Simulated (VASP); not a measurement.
# MgReSe3 (Pm-3m) in VASP: further runs

MgReSe3 is run at these levels: PBE; tasks: single point, relaxation of cell and atoms.

All numbers are computed with VASP 6.6.1; they aren't measurements. Logs are shortened: lines on timing, memory, paths and dates and some standing lists are left out, and cuts for length are marked.

## Step 1: The cell of the first run

Symmetry: Pm-3m, No. 221, cubic system. The conventional cell has a = 4.950 Å, b = 4.950 Å, c = 4.950 Å, α = 90.00°, β = 90.00°, γ = 90.00°. Within 3.3 Å of Mg (site symmetry m-3m) lie 6 Se at 2.48 Å. Within 4.6 Å of Re (site symmetry m-3m) lie 12 Se at 3.50 Å and 8 Mg at 4.29 Å. Within 3.3 Å of Se (site symmetry 4/mmm) lie 2 Mg at 2.48 Å.

## Step 2: Single point, PBE, collinear spin

The input, INCAR:

```
SYSTEM = MgReSe3
  PREC = Accurate
  ENCUT = 520
  EDIFF = 1E-7
  ISMEAR = 0
  SIGMA = 0.1
  LREAL = .False.
  LASPH = .True.
  NELM = 150
  ALGO = Normal
  ISIF = 2
  LWAVE = .False.
  LCHARG = .False.
  ISPIN = 2
  MAGMOM = 0 3.95 -0.2 -0.2 -0.2
  LORBIT = 11
  LMAXMIX = 4
  GGA = PE
  NBANDS = 26
```

The input, KPOINTS:

```
regular mesh
0
Gamma
  4 4 4
  0 0 0
```

The input, POSCAR:

```
MgReSe3
1.0
    4.9501592488      0.0000000000      0.0000000000
    0.0000000000      4.9501592488      0.0000000000
    0.0000000000      0.0000000000      4.9501592488
Mg Re Se
1 1 3
Direct
    0.5000000000      0.5000000000      0.5000000000
    0.0000000000      0.0000000000      0.0000000000
    0.0000000000      0.5000000000      0.5000000000
    0.5000000000      0.0000000000      0.5000000000
    0.5000000000      0.5000000000      0.0000000000
```

Potentials or basis: VASP PAW PBE potentials, release 64 (Mg, Re, Se).

The run is started by

```console
cat potpaw_PBE.64/Mg/POTCAR potpaw_PBE.64/Re/POTCAR potpaw_PBE.64/Se/POTCAR > POTCAR
mpirun -np 1 vasp_std > vasp.out
```

OUTCAR:

```text
SYSTEM = MgReSe3
   PREC = Accurate
   ENCUT = 520
   EDIFF = 1E-7
   ISMEAR = 0
   LREAL = .False.
   LASPH = .True.
   NELM = 150
   ISIF = 2
   ISPIN = 2
   LORBIT = 11
   GGA = PE

 ion  position               nearest neighbor table
   1  0.500  0.500  0.500-   3 2.48   4 2.48   5 2.48   5 2.48   4 2.48   3 2.48
   2  0.000  0.000  0.000-
   3  0.000  0.500  0.500-   1 2.48   1 2.48
   4  0.500  0.000  0.500-   1 2.48   1 2.48
   5  0.500  0.500  0.000-   1 2.48   1 2.48

  LATTYP: Found a simple cubic cell.
 ALAT       =     4.9501592488

  Lattice vectors:

 A1 = (   4.9501592488,   0.0000000000,   0.0000000000)
 A2 = (   0.0000000000,   4.9501592488,   0.0000000000)
 A3 = (   0.0000000000,   0.0000000000,   4.9501592488)

Analysis of symmetry for initial positions (statically):
=====================================================================
 Subroutine PRICEL returns:
 Original cell was already a primitive cell.

 Routine SETGRP: Setting up the symmetry group for a
 simple cubic supercell.

 Subroutine GETGRP returns: Found 48 space group operations
 (whereof 48 operations were pure point group operations)
 out of a pool of 48 trial point group operations.

The static configuration has the point symmetry O_h .

Analysis of symmetry for dynamics (positions and initial velocities):
=====================================================================
 Subroutine PRICEL returns:
 Original cell was already a primitive cell.

 Routine SETGRP: Setting up the symmetry group for a
 simple cubic supercell.

 Subroutine GETGRP returns: Found 48 space group operations
 (whereof 48 operations were pure point group operations)
 out of a pool of 48 trial point group operations.

The dynamic configuration has the point symmetry O_h .

Analysis of structural, dynamic, and magnetic symmetry:
=====================================================================
 Subroutine PRICEL returns:
 Original cell was already a primitive cell.

 Routine SETGRP: Setting up the symmetry group for a
 simple cubic supercell.

 Subroutine GETGRP returns: Found 48 space group operations
 (whereof 48 operations were pure point group operations)
 out of a pool of 48 trial point group operations.

The overall configuration has the point symmetry O_h .

 Subroutine INISYM returns: Found 48 space group operations
 (whereof 48 operations are pure point group operations),
 and found     1 'primitive' translations

----------------------------------------------------------------------------------------

                                     Primitive cell

  volume of cell :     121.2991

  direct lattice vectors                    reciprocal lattice vectors
     4.950159249  0.000000000  0.000000000     0.202013703  0.000000000  0.000000000
     0.000000000  4.950159249  0.000000000     0.000000000  0.202013703  0.000000000
     0.000000000  0.000000000  4.950159249     0.000000000  0.000000000  0.202013703

  length of vectors
     4.950159249  4.950159249  4.950159249     0.202013703  0.202013703  0.202013703

  position of ions in fractional coordinates (direct lattice)
     0.500000000  0.500000000  0.500000000
     0.000000000  0.000000000  0.000000000
     0.000000000  0.500000000  0.500000000
     0.500000000  0.000000000  0.500000000
     0.500000000  0.500000000  0.000000000

  ion indices of the primitive-cell ions
   primitive index   ion index
                 1           1
                 2           2
                 3           3
                 4           4
                 5           5

----------------------------------------------------------------------------------------

 KPOINTS: regular mesh

Automatic generation of k-mesh.
 Grid dimensions read from file:
 generate k-points for:    4    4    4

 Generating k-lattice:

  Cartesian coordinates                     Fractional coordinates (reciprocal lattice)
     0.050503426  0.000000000  0.000000000     0.250000000  0.000000000  0.000000000
     0.000000000  0.050503426  0.000000000     0.000000000  0.250000000  0.000000000
     0.000000000  0.000000000  0.050503426     0.000000000  0.000000000  0.250000000

  Length of vectors
     0.050503426  0.050503426  0.050503426

  Shift w.r.t. Gamma in fractional coordinates (k-lattice)
     0.000000000  0.000000000  0.000000000

 Subroutine IBZKPT returns following result:
 ===========================================

 Found     10 irreducible k-points:

 Following reciprocal coordinates:
            Coordinates               Weight
  0.000000  0.000000  0.000000      1.000000
  0.250000  0.000000  0.000000      6.000000
  0.500000  0.000000  0.000000      3.000000
  0.250000  0.250000  0.000000     12.000000
  0.500000  0.250000  0.000000     12.000000
  0.500000  0.500000  0.000000      3.000000
  0.250000  0.250000  0.250000      8.000000
  0.500000  0.250000  0.250000     12.000000
  0.500000  0.500000  0.250000      6.000000
[... 28 lines left out ...]
   TEBEG  =    0.0;   TEEND  =   0.0 temperature during run
   PSTRESS=    0.0 pullay stress
   NELECT =      27.0000    total number of electrons
   NUPDOWN=      -1.0000    fix difference up-down
   EMIN   =  10.00;   EMAX   =-10.00  energy-range for DOS
   EFERMI =   0.00;   METHOD = LEGACY
   ISMEAR =     0;   SIGMA  =   0.10  broadening in eV -4-tet -1-fermi 0-gaus
   EFERMI_NEDOS =   21; number of points for ismear=-14 and -15
   IALGO  =     38    algorithm
   IMIX   =      4    mixing-type and parameters
     AMIX     =   0.40;   BMIX     =  1.00
     AMIX_MAG =   1.60;   BMIX_MAG =  1.00
  volume/ion in A,a.u.               =      24.26       163.71
  Fermi-wavevector in a.u.,A,eV,Ry     =   0.992149  1.874890 13.393027  0.984360
  Thomas-Fermi vector in A             =   2.123941
   LORBIT       =     11    0 simple, 1 ext, 2 COOP (PROOUT), +10 PAW based schemes
   GGA     = PE    functional components
   LHFCALC =     F    Hartree Fock is set to
   AEXX    =    0.0000 exact exchange contribution
   IVDW    =     0    specifies the selected vdW correction
   LEPSILON=     F    determine dielectric tensor
   LRPA    =     F    only Hartree local field effects (RPA)
 spin polarized calculation
 Gauss-broadening in eV      SIGMA  =   0.10
  energy-cutoff  :      520.00
  volume of cell :      121.30
 maximum number of plane-waves:      3294
 NGX is ok and might be reduce to    40
   NGX = 19   NGY = 19   NGZ = 19

 number of electron      27.0000001 magnetization       3.1861232

 Free energy of the ion-electron system (eV)
  ---------------------------------------------------
  ext. energy  EPLUGINS =         0.00000000
  ---------------------------------------------------
  free energy    TOTEN  =       -19.02386937 eV

  energy without entropy =      -19.00448140  energy(sigma->0) =      -19.01417539

 E-fermi :   2.9258     XC(G=0):  -9.5238

 val. band max:        2.8826584578   @ k =   0.0000   0.0000   0.0000
 cond. band min:       2.9287559206   @ k =   0.2500   0.2500   0.2500
 fundamental gap:      0.0460974628
 Fermi energy:         2.9258011482

 spin component 1

 k-point     1 :       0.0000    0.0000    0.0000
  band No.  band energies     occupation
      1     -10.4700      1.00000
      2      -8.5542      1.00000
      3      -8.5542      1.00000
      4      -1.1244      1.00000
      5      -1.1244      1.00000
      6      -1.1244      1.00000
[... 269 lines left out ...]
     24      10.1762      0.00000
     25      12.8077      0.00000
 Fermi energy:         2.9258011482

 spin component 2

 k-point     1 :       0.0000    0.0000    0.0000
  band No.  band energies     occupation
      1     -10.7597      1.00000
      2      -8.9147      1.00000
      3      -8.9147      1.00000
      4      -1.3144      1.00000
      5      -1.3144      1.00000
      6      -1.3144      1.00000
[... 269 lines left out ...]
     24      11.2805      0.00000
     25      12.5286      0.00000
 [bands above 25 left out]

------------------------ aborting loop because EDIFF is reached ----------------------------------------

  FORCE on cell =-STRESS in cart. coord.  units (eV):
  Direction    XX          YY          ZZ          XY          YZ          ZX
  --------------------------------------------------------------------------------------
  -------------------------------------------------------------------------------------
  Total        0.0061263      0.0061263      0.0061263      0.0000000      0.0000000      0.0000000
  in kB        0.0809196      0.0809196      0.0809196      0.0000000      0.0000000      0.0000000
  external PRESSURE =       0.0809196 kB  Pullay stress =       0.0000000 kB

 VOLUME and BASIS-vectors are now :
 -----------------------------------------------------------------------------
  energy-cutoff  :      520.00
  volume of cell :      121.30
      direct lattice vectors                 reciprocal lattice vectors
     4.950159249  0.000000000  0.000000000     0.202013703  0.000000000  0.000000000
     0.000000000  4.950159249  0.000000000     0.000000000  0.202013703  0.000000000
     0.000000000  0.000000000  4.950159249     0.000000000  0.000000000  0.202013703

 POSITION                                       TOTAL-FORCE (eV/Angst)
 -----------------------------------------------------------------------------------
      2.47508      2.47508      2.47508         0.000000      0.000000      0.000000
      0.00000      0.00000      0.00000         0.000000      0.000000      0.000000
      0.00000      2.47508      2.47508         0.000000      0.000000      0.000000
      2.47508      0.00000      2.47508         0.000000      0.000000      0.000000
      2.47508      2.47508      0.00000         0.000000      0.000000      0.000000
 -----------------------------------------------------------------------------------
    total drift:                                0.000000     -0.000000     -0.000000

  FREE ENERGIE OF THE ION-ELECTRON SYSTEM (eV)
  ---------------------------------------------------
  free  energy   TOTEN  =       -19.0238693724 eV

  energy  without entropy=      -19.0044813983  energy(sigma->0) =      -19.01417539

 total charge

# of ion       s       p       d       tot
------------------------------------------
    1        0.173   0.198   0.071   0.442
    2        0.363   0.106   4.474   4.943
    3        1.488   2.280   0.018   3.787
    4        1.488   2.280   0.018   3.787
    5        1.488   2.280   0.018   3.787
--------------------------------------------------
tot          5.002   7.145   4.599  16.746

 magnetization (x)

# of ion       s       p       d       tot
------------------------------------------
    1        0.002  -0.000  -0.000   0.002
    2        0.172   0.031   3.647   3.849
    3       -0.003  -0.275   0.002  -0.276
    4       -0.003  -0.275   0.002  -0.276
    5       -0.003  -0.275   0.002  -0.276
--------------------------------------------------
tot          0.166  -0.795   3.653   3.024
```

Run time: 48 s. Hardware: 1 thread of Intel Xeon 6975P-C (Granite Rapids), shared host; peak memory 0.3 GiB.

What came out:

- Free energy: -19.0239 eV
- Pressure: 0.0 GPa
- Net moment: 3.19 μB per cell
- Site moments: Mg +0.00; Re +3.85; Se -0.28 μB
- Valence electrons inside the program's atomic spheres: Mg 0.44; Re 4.94; Se 3.79

Caveat: spin-orbit coupling is left out, which moves the levels of the heavy elements.

## Step 3: Relaxation of cell and atoms, PBE, collinear spin

This run uses another cell than the first one, of 21.12 Å³/atom.

The input, INCAR:

```
PREC     = Accurate       # precision mode
ENCUT    = 600            # plane-wave cutoff, eV
EDIFF    = 1E-6           # SCF threshold, eV
ISMEAR   = 0              # smearing method
SIGMA    = 0.1            # smearing width, eV
LREAL    = F              # projectors in reciprocal space
LASPH    = T              # aspherical terms in the spheres
NELM     = 150            # most SCF steps
ALGO     = Normal         # electronic algorithm
ISIF     = 3              # what is computed and relaxed
LWAVE    = F              # write WAVECAR
LCHARG   = F              # write CHGCAR
ISPIN    = 2              # spin polarisation
MAGMOM   = 0 3.95 -0.2 -0.2 -0.2 # initial moments
LORBIT   = 11             # projections on sites
LMAXMIX  = 4              # l up to which the mixer works
GGA      = PE             # functional
IBRION   = 2              # ionic algorithm
NSW      = 90             # ionic steps
EDIFFG   = -0.04          # ionic threshold
```

The input, KPOINTS:

```
regular mesh
0
Gamma
  4 4 4
```

Edit POSCAR of step 2 so:

```diff
@@ -2,5 +2,5 @@
 1.0
-    4.9501592488      0.0000000000      0.0000000000
-    0.0000000000      4.9501592488      0.0000000000
-    0.0000000000      0.0000000000      4.9501592488
+    4.7264304991      0.0000000000      0.0000000000
+    0.0000000000      4.7264304991      0.0000000000
+    0.0000000000      0.0000000000      4.7264304991
 Mg Re Se
```

Potentials or basis: VASP PAW PBE potentials, release 64 (Mg, Re, Se).

The run is started by

```console
cat potpaw_PBE.64/Mg/POTCAR potpaw_PBE.64/Re/POTCAR potpaw_PBE.64/Se/POTCAR > POTCAR
mpirun -np 1 vasp_std > vasp.out
```

Run time: 86 s. Hardware: 1 thread of Intel Xeon 6975P-C (Granite Rapids), shared host; peak memory 0.3 GiB.

It converged, with:

```yaml
Free_energy: -19.0232 eV
Relaxed_volume: 24.26 Å³/atom
Relaxed_cell: a = 4.950 Å, b = 4.950 Å, c = 4.950 Å, α = 90.00°, β = 90.00°, γ = 90.00°
Space_group_after_relaxing_to_0.1_Å: Pm-3m (No. 221)
Energy_gained_by_relaxing: 72.6 meV/atom
Ionic_steps: 3
Pressure_after_relaxing: 0.0 GPa
Net_moment: 3.19 μB per cell
Site_moments: Mg +0.00; Re +3.85; Se -0.28 μB
Valence_electrons_inside_the_program's_atomic_spheres: Mg 0.44; Re 4.94; Se 3.79
```

The path:
| step | energy change (eV) | largest force (eV/Å) | pressure (GPa) | volume (Å³) |
| --- | --- | --- | --- | --- |
| 1 | 0.0000 | 0.0000 | 8.35 | 105.58 |
| 2 | -0.3586 | 0.0000 | -0.67 | 123.31 |
| 3 | -0.3629 | 0.0000 | 0.01 | 121.28 |

Final structure:
```cif
data_structure
_symmetry_space_group_name_H-M 'P 1'
_symmetry_Int_Tables_number 1
_cell_length_a 4.9499
_cell_length_b 4.9499
_cell_length_c 4.9499
_cell_angle_alpha 90.000
_cell_angle_beta 90.000
_cell_angle_gamma 90.000
_cell_volume 121.28
loop_
_atom_site_label
_atom_site_type_symbol
_atom_site_fract_x
_atom_site_fract_y
_atom_site_fract_z
_atom_site_occupancy
Mg1 Mg 0.50000 0.50000 0.50000 1
Re1 Re 0.00000 0.00000 0.00000 1
Se1 Se 0.00000 0.50000 0.50000 1
Se2 Se 0.50000 0.00000 0.50000 1
Se3 Se 0.50000 0.50000 0.00000 1
```

Levels at points of the mesh, in eV from the Fermi level:
Spin up:
```tsv
k point	band 12	band 13	band 14	band 15	band 16	band 17	band 18	band 19
(0.00, 0.00, 0.00)	-1.95	-0.65	-0.65	-0.65	-0.04	-0.04	-0.04	3.73
(0.50, 0.00, 0.00)	-1.81	-1.79	-1.79	0.06	0.46	0.46	1.49	2.96
(0.50, 0.50, 0.00)	-1.98	-1.93	-0.42	-0.16	-0.16	1.01	1.11	3.72
(0.50, 0.50, 0.50)	-1.96	-1.96	-0.38	-0.38	0.86	0.86	0.86	6.15
```
Spin down:
| k point | band 8 | band 9 | band 10 | band 11 | band 12 | band 13 | band 14 | band 15 | band 16 | band 17 |
| --- | --- | --- | --- | --- | --- | --- | --- | --- | --- | --- |
| (0.00, 0.00, 0.00) | -1.08 | -1.08 | -0.31 | -0.28 | -0.28 | -0.28 | 0.35 | 0.35 | 0.44 | 0.44 |
| (0.50, 0.00, 0.00) | -2.17 | -2.09 | -2.09 | -0.85 | -0.85 | 0.51 | 0.75 | 1.58 | 1.62 | 1.62 |
| (0.50, 0.50, 0.00) | -2.38 | -2.21 | -2.21 | -0.63 | -0.12 | 0.62 | 0.73 | 1.55 | 1.58 | 1.58 |
| (0.50, 0.50, 0.50) | -0.58 | -0.58 | -0.31 | 0.39 | 0.39 | 0.39 | 0.66 | 0.66 | 0.66 | 0.87 |

Caveat: spin-orbit coupling is left out, which moves the levels of the heavy elements.

## Step 4: Single point, PBE, collinear spin

The input, INCAR:

```
ALGO     = Normal         # electronic algorithm
EDIFF    = 1E-6           # SCF threshold, eV
ENCUT    = 520            # plane-wave cutoff, eV
GGA      = PE             # functional
ISIF     = 2              # what is computed and relaxed
ISMEAR   = 0              # smearing method
ISPIN    = 2              # spin polarisation
LASPH    = True           # aspherical terms in the spheres
LCHARG   = False          # write CHGCAR
LMAXMIX  = 4              # l up to which the mixer works
LORBIT   = 11             # projections on sites
LREAL    = False          # projectors in reciprocal space
LWAVE    = False          # write WAVECAR
MAGMOM   = 0 4.45 -0.28 -0.28 -0.28 # initial moments
NBANDS   = 26             # bands
NELM     = 150            # most SCF steps
PREC     = Accurate       # precision mode
SIGMA    = 0.1            # smearing width, eV
```

The input, KPOINTS:

```
k-points
0
Gamma
  8 8 8
```

Edit POSCAR of step 3 so:

```diff
@@ -2,5 +2,5 @@
 1.0
-    4.7264304991      0.0000000000      0.0000000000
-    0.0000000000      4.7264304991      0.0000000000
-    0.0000000000      0.0000000000      4.7264304991
+    4.9501592488      0.0000000000      0.0000000000
+    0.0000000000      4.9501592488      0.0000000000
+    0.0000000000      0.0000000000      4.9501592488
 Mg Re Se
```

The run is started by

```console
cat potpaw_PBE.64/Mg/POTCAR potpaw_PBE.64/Re/POTCAR potpaw_PBE.64/Se/POTCAR > POTCAR
mpirun -np 1 vasp_std > vasp.out
```

It took 2.3 min on 1 thread of Intel Xeon 6975P-C (Granite Rapids), shared host; peak memory 0.41 GiB.

The run converged. Its results:

```
Free energy                                           : -19.0057 eV
Pressure                                              : -0.1 GPa
Net moment                                            : 3.22 μB per cell
Site moments                                          : Mg +0.00; Re +3.83; Se -0.27 μB
Valence electrons inside the program's atomic spheres : Mg 0.44; Re 4.94; Se 3.79
```

Levels at points of the mesh, in eV from the Fermi level:
Spin up:
```csv
k point,band 13,band 14,band 15,band 16,band 17,band 18
"(0.00, 0.00, 0.00)",-0.60,-0.60,-0.60,0.01,0.01,0.01
"(0.50, 0.00, 0.00)",-1.74,-1.74,0.11,0.51,0.51,1.54
"(0.50, 0.50, 0.00)",-1.87,-0.37,-0.10,-0.10,1.06,1.16
"(0.50, 0.50, 0.50)",-1.90,-0.33,-0.33,0.91,0.91,0.91
```
Spin down:
| k point | band 10 | band 11 | band 12 | band 13 | band 14 | band 15 |
| --- | --- | --- | --- | --- | --- | --- |
| (0.00, 0.00, 0.00) | -0.24 | -0.22 | -0.22 | -0.22 | 0.39 | 0.39 |
| (0.50, 0.00, 0.00) | -2.03 | -0.79 | -0.79 | 0.56 | 0.79 | 1.62 |
| (0.50, 0.50, 0.00) | -2.14 | -0.57 | -0.07 | 0.67 | 0.77 | 1.60 |
| (0.50, 0.50, 0.50) | -0.24 | 0.46 | 0.46 | 0.46 | 0.71 | 0.71 |

Caveat: spin-orbit coupling is left out, which moves the levels of the heavy elements.

## Step 5: Overview

```csv
task,cell,k mesh,cutoff (eV),gap on the mesh (eV),pressure (GPa),moment (μB)
single point,"a = 4.950 Å, 5 atoms",4 × 4 × 4,520,none,0.0,3.19
relaxation of cell and atoms,"relaxed from a = 4.726 Å, 5 atoms",4 × 4 × 4,600,none,0.0,3.19
single point,"a = 4.950 Å, 5 atoms",8 × 8 × 8,520,none,-0.1,3.22
```

Alike in all rows: level PBE; potentials or basis VASP PAW PBE potentials, release 64 (Mg, Re, Se); spin collinear; smearing gaussian 0.1 eV.

Caveats: spin-orbit coupling is left out, which moves the levels of the heavy elements.

Absolute energies hang on the potentials; compare differences alone.

The gap in the log of VASP goes by the Fermi energy; the results here count the filled bands.